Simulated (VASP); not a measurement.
The system is K3SbI.

```
CELL_PARAMETERS angstrom
5.15793 0.00000 0.00000
0.00000 5.15793 0.00000
0.00000 0.00000 7.55275
ATOMIC_POSITIONS crystal
K 0.00000 0.50000 0.00000
K 0.50000 0.00000 0.00000
K 0.50000 0.50000 0.50000
Sb 0.00000 0.00000 0.50000
I 0.00000 0.00000 0.00000
```

The cell was built from a structure type or drawn by symmetry, and may not be a known phase.

| Quantity | Value |
| --- | --- |
| Program | VASP 6.6.1 |
| Task | relaxation of cell and atoms |
| Functional | PBE |
| Potentials or basis | VASP PAW PBE potentials, release 64 (K_sv, Sb, I) |
| Cutoff | 600 eV |
| k mesh | 4 × 4 × 2 |
| Occupations | gaussian, width 0.1 eV |
| Spin | no spin polarisation |

At the start: pressure 12.4 GPa; volume 40.19 Å³/atom.

Question: How do energy, volume and symmetry change on relaxing?

Answer: Over 6 steps the energy falls by 886.2 meV/atom and the volume is 56.08 Å³/atom (+39.6 %); space group P4/mmm (No. 123, to 0.1 Å) before and after.

Step by step:
| step | energy change (eV) | largest force (eV/Å) | pressure (GPa) | volume (Å³) |
| --- | --- | --- | --- | --- |
| 1 | 0.0000 | 0.0000 | 12.43 | 200.93 |
| 2 | -4.3446 | 0.0000 | -0.47 | 299.67 |
| 3 | -4.3447 | 0.0000 | -0.51 | 301.11 |
| 4 | -4.3923 | 0.0000 | -0.40 | 293.85 |
| 5 | -4.4291 | 0.0000 | -0.15 | 283.67 |
| 6 | -4.4308 | 0.0000 | -0.04 | 280.42 |

Final structure:
```yaml
crystal:
  lattice:
    - [6.41869, 0.00000, 0.00000]
    - [0.00000, 6.41869, 0.00000]
    - [0.00000, 0.00000, 6.80637]
  atoms:
    - { symbol: K, position: [0.00000, 0.50000, 0.00000] }
    - { symbol: K, position: [0.50000, 0.00000, 0.00000] }
    - { symbol: K, position: [0.50000, 0.50000, 0.50000] }
    - { symbol: Sb, position: [0.00000, 0.00000, 0.50000] }
    - { symbol: I, position: [0.00000, 0.00000, 0.00000] }
```

Caveat: the k points lie up to 0.46 Å⁻¹ apart in the final cell, too coarse for converged energies and pressures of a metal; the volume moved by over 15 % at a fixed basis, so the end points are rough; an odd number of electrons without spin polarisation forces a metal; a magnetic or distorted state may lie lower.
